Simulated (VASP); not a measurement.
# Al2O3 (R-3c) in VASP: further runs

Runs on Al2O3. Level: PBE. Tasks: single point.

All numbers are computed with VASP 6.6.1; they aren't measurements. Logs are shortened: lines on timing, memory, paths and dates and some standing lists are left out, and cuts for length are marked.

### 1 The cell of the first run

It takes space group R-3c (No. 167, trigonal). The conventional cell has a = 4.900 Å, b = 4.900 Å, c = 13.399 Å, α = 90.00°, β = 90.00°, γ = 120.00°. Al (site symmetry 3) has 6 O at 1.91 to 2.03 Å within 2.5 Å. Within 2.5 Å of O (site symmetry 2) lie 4 Al at 1.91 to 2.03 Å.

### 2 Single point, PBE (volume scaled by 1.06, then relaxed in part)

INCAR

```
  PREC = Accurate
  ENCUT = 520
  EDIFF = 1E-7
  ISMEAR = 0
  SIGMA = 0.02
  LREAL = F
  LASPH = T
  NELM = 60
  ALGO = Normal
  ISIF = 2
  LWAVE = F
  LCHARG = F
  GGA = PE
  NBANDS = 35
```

KPOINTS

```
Automatic mesh
0
Gamma
  6 6 6
```

POSCAR

```
Al2O3
1.0
    2.4498086434      1.4143976796      4.4664954514
   -2.4498086434      1.4143976796      4.4664954514
    0.0000000000     -2.8287953595      4.4664954514
Al O
4 6
Direct
    0.3522393053      0.3522393053      0.3522393053
    0.1477606947      0.1477606947      0.1477606947
    0.6477606947      0.6477606947      0.6477606947
    0.8522393053      0.8522393053      0.8522393053
    0.5556666352      0.9443333648      0.2500000000
    0.2500000000      0.5556666352      0.9443333648
    0.9443333648      0.2500000000      0.5556666352
    0.4443333648      0.0556666352      0.7500000000
    0.7500000000      0.4443333648      0.0556666352
    0.0556666352      0.7500000000      0.4443333648
```

Potentials or basis: VASP PAW PBE potentials, release 64 (Al, O).

Command:

```
$ cat potpaw_PBE.64/Al/POTCAR potpaw_PBE.64/O/POTCAR > POTCAR
$ mpirun -np 1 vasp_std > vasp.out
```

OUTCAR:

```text
PREC = Accurate
   ENCUT = 520
   EDIFF = 1E-7
   ISMEAR = 0
   LREAL = F
   LASPH = T
   NELM = 60
   ISIF = 2
   GGA = PE

 ion  position               nearest neighbor table
   1  0.352  0.352  0.352-   9 1.91   8 1.91  10 1.91   7 2.03   5 2.03   6 2.03   2 2.74   3 2.87
                             3 2.87   3 2.87   2 3.31   2 3.31   2 3.31
   2  0.148  0.148  0.148-  10 1.91   8 1.91   9 1.91   6 2.03   5 2.03   7 2.03   1 2.74   4 2.87
                             4 2.87   4 2.87   1 3.31   1 3.31   1 3.31
   3  0.648  0.648  0.648-   6 1.91   5 1.91   7 1.91  10 2.03   8 2.03   9 2.03   4 2.74   1 2.87
                             1 2.87   1 2.87   4 3.31   4 3.31   4 3.31
   4  0.852  0.852  0.852-   7 1.91   5 1.91   6 1.91   9 2.03   8 2.03  10 2.03   3 2.74   2 2.87
                             2 2.87   2 2.87   3 3.31   3 3.31   3 3.31
   5  0.556  0.944  0.250-   3 1.91   4 1.91   1 2.03   2 2.03
   6  0.250  0.556  0.944-   3 1.91   4 1.91   2 2.03   1 2.03
   7  0.944  0.250  0.556-   4 1.91   3 1.91   1 2.03   2 2.03
   8  0.444  0.056  0.750-   1 1.91   2 1.91   3 2.03   4 2.03
   9  0.750  0.444  0.056-   1 1.91   2 1.91   4 2.03   3 2.03
  10  0.056  0.750  0.444-   2 1.91   1 1.91   3 2.03   4 2.03

  LATTYP: Found a trigonal (rhomboedric) cell.
 ALAT       =     5.2869334025
 COS(alpha) =     0.5705756754

  Lattice vectors:

 A1 = (   2.4498086434,   1.4143976796,   4.4664954514)
 A2 = (  -2.4498086434,   1.4143976796,   4.4664954514)
 A3 = (   0.0000000000,  -2.8287953595,   4.4664954514)

Analysis of symmetry for initial positions (statically):
=====================================================================
 Subroutine PRICEL returns:
 Original cell was already a primitive cell.

 Routine SETGRP: Setting up the symmetry group for a
 trigonal (rhombohedral) supercell.

 Subroutine GETGRP returns: Found 12 space group operations
 (whereof  6 operations were pure point group operations)
 out of a pool of 12 trial point group operations.

The static configuration has the point symmetry S_6 .
 The point group associated with its full space group is D_3d.

Analysis of symmetry for dynamics (positions and initial velocities):
=====================================================================
 Subroutine PRICEL returns:
 Original cell was already a primitive cell.

 Routine SETGRP: Setting up the symmetry group for a
 trigonal (rhombohedral) supercell.

 Subroutine GETGRP returns: Found 12 space group operations
 (whereof  6 operations were pure point group operations)
 out of a pool of 12 trial point group operations.

The dynamic configuration has the point symmetry S_6 .
 The point group associated with its full space group is D_3d.

 Subroutine INISYM returns: Found 12 space group operations
 (whereof  6 operations are pure point group operations),
 and found     1 'primitive' translations

----------------------------------------------------------------------------------------

                                     Primitive cell

  volume of cell :      92.8585

  direct lattice vectors                    reciprocal lattice vectors
     2.449808643  1.414397680  4.466495451     0.204097574  0.117835789  0.074629726
    -2.449808643  1.414397680  4.466495451    -0.204097574  0.117835789  0.074629726
     0.000000000 -2.828795359  4.466495451     0.000000000 -0.235671578  0.074629726

  length of vectors
     5.286933403  5.286933403  5.286933403     0.247205762  0.247205762  0.247205762

  position of ions in fractional coordinates (direct lattice)
     0.352239305  0.352239305  0.352239305
     0.147760695  0.147760695  0.147760695
     0.647760695  0.647760695  0.647760695
     0.852239305  0.852239305  0.852239305
     0.555666635  0.944333365  0.250000000
     0.250000000  0.555666635  0.944333365
     0.944333365  0.250000000  0.555666635
     0.444333365  0.055666635  0.750000000
     0.750000000  0.444333365  0.055666635
     0.055666635  0.750000000  0.444333365

  ion indices of the primitive-cell ions
   primitive index   ion index
                 1           1
                 2           2
                 3           3
                 4           4
                 5           5
                 6           6
                 7           7
                 8           8
                 9           9
                10          10

----------------------------------------------------------------------------------------

 KPOINTS: Automatic mesh

Automatic generation of k-mesh.
 Grid dimensions read from file:
 generate k-points for:    6    6    6

 Generating k-lattice:

  Cartesian coordinates                     Fractional coordinates (reciprocal lattice)
     0.034016262  0.019639298  0.012438288     0.166666667  0.000000000  0.000000000
    -0.034016262  0.019639298  0.012438288     0.000000000  0.166666667  0.000000000
     0.000000000 -0.039278596  0.012438288     0.000000000  0.000000000  0.166666667

  Length of vectors
     0.041200960  0.041200960  0.041200960

  Shift w.r.t. Gamma in fractional coordinates (k-lattice)
     0.000000000  0.000000000  0.000000000

 Subroutine IBZKPT returns following result:
 ===========================================

 Found     32 irreducible k-points:

 Following reciprocal coordinates:
            Coordinates               Weight
  0.000000  0.000000  0.000000      1.000000
  0.166667  0.000000  0.000000      6.000000
  0.333333 -0.000000 -0.000000      6.000000
  0.500000 -0.000000 -0.000000      3.000000
  0.166667  0.166667  0.000000      6.000000
  0.333333  0.166667  0.000000     12.000000
[... 16 lines left out ...]
  0.500000  0.500000  0.166667      6.000000
 -0.333333  0.500000  0.166667     12.000000
 [... further k-points ...]
   k-points           NKPTS =     32   k-points in BZ     NKDIM =     32   number of bands    NBANDS=     35
   number of dos      NEDOS =    301   number of ions     NIONS =     10
   total plane-waves  NPLWV =  64000
   dimension x,y,z NGX =    40 NGY =   40 NGZ =   40
   dimension x,y,z NGXF=    80 NGYF=   80 NGZF=   80
   ions per type =               4   6
   NGX,Y,Z   is equivalent  to a cutoff of  12.58, 12.58, 12.58 a.u.
   NGXF,Y,Z  is equivalent  to a cutoff of  25.16, 25.16, 25.16 a.u.
 SYSTEM =  unknown system
   PREC   = accura    normal or accurate (medium, high low for compatibility)
   ISTART =      0    job   : 0-new  1-cont  2-samecut
   ICHARG =      2    charge: 1-file 2-atom 10-const
   ISPIN  =      1    spin polarized calculation?
   LNONCOLLINEAR =      F non collinear calculations
   LSORBIT =      F    spin-orbit coupling
   LASPH  =      T    aspherical Exc in radial PAW
   ENCUT  =  520.0 eV  38.22 Ry    6.18 a.u.   9.83  9.83  9.83*2*pi/ulx,y,z
   NELM   =     60;   NELMIN=  2; NELMDL= -5     # of ELM steps
   EDIFF  = 0.1E-06   stopping-criterion for ELM
   LREAL  =      F    real-space projection
   EDIFFG = 0.1E-05   stopping-criterion for IOM
   NSW    =      0    number of steps for IOM
   IBRION =     -1    ionic relax: 0-MD 1-quasi-New 2-CG
   NFREE  =      0    steps in history (QN), initial steepest desc. (CG)
   ISIF   =      2    stress and relaxation
   ISYM   =      2    0-nonsym 1-usesym 2-fastsym
   POTIM  = 0.5000    time-step for ionic-motion
   TEBEG  =    0.0;   TEEND  =   0.0 temperature during run
   PSTRESS=    0.0 pullay stress
   NELECT =      48.0000    total number of electrons
   NUPDOWN=      -1.0000    fix difference up-down
   EMIN   =  10.00;   EMAX   =-10.00  energy-range for DOS
   EFERMI =   0.00;   METHOD = LEGACY
   ISMEAR =     0;   SIGMA  =   0.02  broadening in eV -4-tet -1-fermi 0-gaus
   EFERMI_NEDOS =   21; number of points for ismear=-14 and -15
   IALGO  =     38    algorithm
   IMIX   =      4    mixing-type and parameters
     AMIX     =   0.40;   BMIX     =  1.00
     AMIX_MAG =   1.60;   BMIX_MAG =  1.00
  volume/ion in A,a.u.               =       9.29        62.66
  Fermi-wavevector in a.u.,A,eV,Ry     =   1.313857  2.482829 23.486637  1.726219
  Thomas-Fermi vector in A             =   2.444150
   LORBIT       =      0    0 simple, 1 ext, 2 COOP (PROOUT), +10 PAW based schemes
   GGA     = PE    functional components
   LHFCALC =     F    Hartree Fock is set to
   AEXX    =    0.0000 exact exchange contribution
   IVDW    =     0    specifies the selected vdW correction
   LEPSILON=     F    determine dielectric tensor
   LRPA    =     F    only Hartree local field effects (RPA)
 non-spin polarized calculation
 Gauss-broadening in eV      SIGMA  =   0.02
  energy-cutoff  :      520.00
  volume of cell :       92.86
 maximum number of plane-waves:      2522
   NGX = 19   NGY = 19   NGZ = 19

 number of electron      47.9999990 magnetization

 Free energy of the ion-electron system (eV)
  ---------------------------------------------------
  ext. energy  EPLUGINS =         0.00000000
  ---------------------------------------------------
  free energy    TOTEN  =       -74.60990264 eV

  energy without entropy =      -74.60990264  energy(sigma->0) =      -74.60990264

 E-fermi :   5.2500     XC(G=0): -11.2563

 val. band max:        5.1609673740   @ k =   0.0000   0.0000   0.0000
 cond. band min:      10.3183190438   @ k =   0.0000   0.0000   0.0000
 fundamental gap:      5.1573516698
 Fermi energy:         5.2500094980

 k-point     1 :       0.0000    0.0000    0.0000
  band No.  band energies     occupation
      1     -13.4198      2.00000
      2     -11.4189      2.00000
      3     -11.1747      2.00000
      4     -11.1747      2.00000
      5     -10.8902      2.00000
      6     -10.8902      2.00000
[... 27 lines left out ...]
     34      17.5191      0.00000
     35      18.8855      0.00000

 k-point     2 :       0.1667    0.0000    0.0000
  band No.  band energies     occupation
      1     -13.2932      2.00000
      2     -11.4768      2.00000
      3     -11.2423      2.00000
      4     -11.1961      2.00000
      5     -10.9493      2.00000
      6     -10.9009      2.00000
[... 27 lines left out ...]
     34      17.4960      0.00000
     35      18.6637      0.00000
[... 796 lines left out ...]
     34      17.9452      0.00000
     35      18.1504      0.00000

 k-point    24 :      -0.3333    0.5000    0.1667
  band No.  band energies     occupation
      1     -12.2837      2.00000
      2     -11.9620      2.00000
      3     -11.7337      2.00000
      4     -11.5503      2.00000
      5     -11.0567      2.00000
      6     -10.8788      2.00000
[... 27 lines left out ...]
     34      17.9382      0.00000
     35      18.0212      0.00000

 [... further k-points ...]
[... 5 lines left out ...]
  --------------------------------------------------------------------------------------
  -------------------------------------------------------------------------------------
  Total       -6.9875205     -6.9875205     -7.0190488      0.0000000      0.0000000      0.0000000
  in kB     -120.5623853   -120.5623853   -121.1063735      0.0000000      0.0000000      0.0000000
  external PRESSURE =    -120.7437147 kB  Pullay stress =       0.0000000 kB

 VOLUME and BASIS-vectors are now :
 -----------------------------------------------------------------------------
  energy-cutoff  :      520.00
  volume of cell :       92.86
      direct lattice vectors                 reciprocal lattice vectors
     2.449808643  1.414397680  4.466495451     0.204097574  0.117835789  0.074629726
    -2.449808643  1.414397680  4.466495451    -0.204097574  0.117835789  0.074629726
     0.000000000 -2.828795359  4.466495451     0.000000000 -0.235671578  0.074629726

 POSITION                                       TOTAL-FORCE (eV/Angst)
 -----------------------------------------------------------------------------------
      0.00000     -0.00000      4.71983        -0.000000     -0.000000      0.001902
      0.00000     -0.00000      1.97992        -0.000000      0.000000     -0.001902
      0.00000     -0.00000      8.67966        -0.000000      0.000000     -0.001902
      0.00000     -0.00000     11.41957        -0.000000     -0.000000      0.001902
     -0.95216      1.41440      7.81637        -0.004089      0.000000      0.000000
     -0.74882     -1.53179      7.81637         0.002044     -0.003541      0.000000
      1.70098      0.11740      7.81637         0.002044      0.003541      0.000000
      0.95216     -1.41440      5.58312         0.004089      0.000000      0.000000
      0.74882      1.53179      5.58312        -0.002044      0.003541      0.000000
     -1.70098     -0.11740      5.58312        -0.002044     -0.003541      0.000000
 -----------------------------------------------------------------------------------
    total drift:                               -0.000000     -0.000000      0.000000

  FREE ENERGIE OF THE ION-ELECTRON SYSTEM (eV)
  ---------------------------------------------------
  free  energy   TOTEN  =       -74.6099026377 eV

  energy  without entropy=      -74.6099026377  energy(sigma->0) =      -74.60990264
```

Run time: 60 s. Hardware: 1 thread of Intel Xeon Platinum 8559C (Emerald Rapids), shared host; peak memory 0.26 GiB.

Results:

| Quantity | Value |
| --- | --- |
| Free energy | -74.6099 eV |
| Pressure | -12.1 GPa |
| Largest force | 0.004 eV/Å |
| Band gap on the k mesh | 5.16 eV, direct |

Forces on the atoms (eV/Å):
```
Al   0.000  0.000  0.002
Al   0.000  0.000 -0.002
Al   0.000  0.000 -0.002
Al   0.000  0.000  0.002
O   -0.004  0.000  0.000
O    0.002 -0.004  0.000
O    0.002  0.004  0.000
O    0.004  0.000  0.000
O   -0.002  0.004  0.000
O   -0.002 -0.004  0.000
```

### 3 Single point, PBE (volume scaled by 1.10, then relaxed in part)

INCAR

```
PREC = Accurate
ENCUT = 520
EDIFF = 1E-6
ISMEAR = 0
SIGMA = 0.02
LREAL = False
LASPH = True
NELM = 100
ALGO = Normal
ISIF = 2
LWAVE = False
LCHARG = True
GGA = PE
LELF = True
LVHAR = True
NBANDS = 35
```

KPOINTS

```
regular mesh
0
Gamma
  6 6 6
```

POSCAR

```
Al2O3
1.0
    2.4792218929      1.4313794272      4.5257154484
   -2.4792218929      1.4313794272      4.5257154484
    0.0000000000     -2.8627588546      4.5257154483
Al O
4 6
Direct
    0.3522956764      0.3522956764      0.3522956764
    0.1477043236      0.1477043236      0.1477043236
    0.6477043236      0.6477043236      0.6477043236
    0.8522956764      0.8522956764      0.8522956764
    0.5553417974      0.9446582026      0.2500000000
    0.2500000000      0.5553417974      0.9446582026
    0.9446582026      0.2500000000      0.5553417974
    0.4446582026      0.0553417974      0.7500000000
    0.7500000000      0.4446582026      0.0553417974
    0.0553417974      0.7500000000      0.4446582026
```

Potentials or basis: VASP PAW PBE potentials, release 64 (Al, O).

Command:

```
$ cat potpaw_PBE.64/Al/POTCAR potpaw_PBE.64/O/POTCAR > POTCAR
$ mpirun -np 1 vasp_std > vasp.out
```

Run time: 59 s. Hardware: 1 thread of Intel Xeon Platinum 8559C (Emerald Rapids), shared host; peak memory 0.26 GiB.

It converged, with:

```
Free energy            : -74.2813 eV
Pressure               : -18.2 GPa
Largest force          : 0.006 eV/Å
Band gap on the k mesh : 4.72 eV, direct
```

Forces in eV/Å, atoms in the order of the input:
```
Al   0.000  0.000  0.000
Al   0.000  0.000  0.000
Al   0.000  0.000  0.000
Al   0.000  0.000  0.000
O   -0.006  0.000  0.000
O    0.003 -0.005  0.000
O    0.003  0.005  0.000
O    0.006  0.000  0.000
O   -0.003  0.005  0.000
O   -0.003 -0.005  0.000
```

Levels at points of the mesh, in eV from the valence-band top:
```tsv
k point	band 21	band 22	band 23	band 24	band 25	band 26	band 27	band 28
(0.00, 0.00, 0.00)	-0.36	-0.03	0.00	0.00	4.72	8.19	9.19	10.41
(0.50, 0.00, 0.00)	-0.72	-0.72	-0.19	-0.19	8.01	8.01	8.48	8.48
(0.50, 0.50, 0.00)	-0.81	-0.75	-0.59	-0.18	8.16	8.57	8.95	9.32
(0.50, 0.50, 0.50)	-0.27	-0.27	-0.27	-0.27	7.34	7.34	9.99	9.99
```
